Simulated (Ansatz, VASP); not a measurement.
# Cd3O in VASP and in Ansatz

```xyz
8
Lattice="5.2546 0.0000 0.0000 0.0000 5.2546 0.0000 0.0000 0.0000 5.2546" Properties=species:S:1:pos:R:3 pbc="T T T"
Cd    0.0000    2.6273    1.3136
Cd    0.0000    2.6273    3.9409
Cd    1.3136    0.0000    2.6273
Cd    3.9409    0.0000    2.6273
Cd    2.6273    3.9409    0.0000
Cd    2.6273    1.3136    0.0000
O     0.0000    0.0000    0.0000
O     2.6273    2.6273    2.6273
```

Alike in both runs: functional r2SCAN; k mesh 8 × 8 × 8; occupations gaussian, width 0.1 eV; no spin polarisation.

Ansatz relaxed the structure, and its values are those at the end. VASP's run is a single point on that final structure, the one shown.

|  | VASP | Ansatz |
| --- | --- | --- |
| version | VASP 6.6.1 | Ansatz 0.2.0 |
| potentials or method | VASP PAW PBE potentials, release 64 (Cd, O), cutoff 660 eV | scalar-relativistic, plane waves, PAW |
| valence electrons in the cell | 84 | 132 |

|  | VASP | Ansatz | Ansatz less VASP |
| --- | --- | --- | --- |
| gap on the k mesh at the Fermi level (eV) | none | none | - |
| pressure (GPa) | 0.5 | 0.0 | -0.49 |

VASP's potentials were made for PBE, not for r2SCAN. A gap of «none» marks a metal or a gap that the smearing closes. VASP's potentials hold 84 valence electrons a cell and Ansatz's 132, so a difference there can come from the potentials and not from the codes.
